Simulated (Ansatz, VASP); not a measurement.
Nb in VASP and in Ansatz

```xyz
1
Lattice="-1.6528 1.6528 1.6528 1.6528 -1.6528 1.6528 1.6528 1.6528 -1.6528" Properties=species:S:1:pos:R:3 pbc="T T T"
Nb    0.0000    0.0000    0.0000
```

Change from the starting cell: volume scaled by 0.98.

Alike in both runs: task single point; functional LDA; k mesh 11 × 11 × 11; occupations fermi-dirac, width 0.05 eV; no spin polarisation.

```csv
,VASP,Ansatz
version,VASP 6.6.1,Ansatz 0.2.0
potentials or method,"VASP PAW LDA potentials, release 64 (Nb_sv), cutoff 500 eV","all-electron LAPW, scalar-relativistic"
```

Ansatz gave:

```
gap on the k mesh at the Fermi level (eV) : none
pressure (GPa)                            : -8.5
```

Question: Which values does VASP return?

Answer: gap on the k mesh at the Fermi level (eV): none; pressure (GPa): -8.7.

LDA's correlation is that of Perdew and Zunger in VASP and of Perdew and Wang (1992) in Ansatz. A gap of «none» marks a metal or a gap that the smearing closes. Ansatz ran all-electron here, and VASP with PAW potentials.
